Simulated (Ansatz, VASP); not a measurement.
**InO: VASP beside Ansatz**

```
CELL_PARAMETERS angstrom
3.42978 0.00000 0.00000
-1.71489 2.97028 0.00000
0.00000 0.00000 15.85202
ATOMIC_POSITIONS crystal
In 0.66667 0.33333 0.58953
In 0.66667 0.33333 0.41047
O 0.00000 0.00000 0.63988
O 0.00000 0.00000 0.36012
```

Alike in both runs: task single point; functional PBE; dispersion D3(BJ); k mesh 12 × 12 × 2; occupations gaussian, width 0.05 eV; no spin polarisation.

```csv
,VASP,Ansatz
version,VASP 6.6.1,Ansatz 0.2.0
potentials or method,"VASP PAW PBE potentials, release 64 (In_d, O), cutoff 520 eV","scalar-relativistic, plane waves, PAW"
valence electrons in the cell,38,38
```

|  | VASP | Ansatz | Ansatz less VASP |
| --- | --- | --- | --- |
| gap on the k mesh at the Fermi level (eV) | 0.43 | 0.44 | +0.011 |
| least direct gap on the mesh (eV) | 1.16 | 1.17 | +0.011 |
| rms of the force components (eV/Å) | 0.019 | 0.001 | -0.0183 |

Atom by atom the forces differ by 0.020 eV/Å (rms over components). Ansatz's warnings: xc potential rough in thin density.
